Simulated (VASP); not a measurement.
**BiTe: single point with PBEsol**

Crystal: BiTe.

```
CELL_PARAMETERS angstrom
0.00000 3.20058 3.20058
3.20058 0.00000 3.20058
3.20058 3.20058 0.00000
ATOMIC_POSITIONS crystal
Bi 0.00000 0.00000 0.00000
Te 0.50000 0.50000 0.50000
```

| Quantity | Value |
| --- | --- |
| Program | VASP 6.6.1 |
| Task | single point |
| Functional | PBEsol |
| Potentials or basis | VASP PAW PBE potentials, release 64 (Bi_d, Te) |
| Cutoff | 520 eV |
| k mesh | 12 × 12 × 12 |
| Occupations | fermi-dirac, width 0.15 eV |
| Spin | no spin polarisation |

```json
{"Pressure": "0.0 GPa"}
```

Levels at points of the mesh, in eV from the Fermi level:
```csv
k point,band 8,band 9,band 10,band 11,band 12,band 13
"(0.00, 0.00, 0.00)",-2.62,-2.62,-2.62,2.21,2.21,2.21
"(0.50, 0.00, 0.00)",-1.97,-1.97,-1.60,-0.88,-0.69,-0.69
"(0.50, 0.50, 0.00)",-5.90,-4.17,-4.17,2.05,3.74,3.74
```

It took 57 s on 1 thread of Intel(R) Xeon(R) Platinum 8488C (Sapphire Rapids) (shared host), peak memory 0.26 GiB.

Caveat: the PAW data sets were made with another functional, which shifts forces and pressure a little; spin-orbit coupling is left out, which moves the levels of the heavy elements.
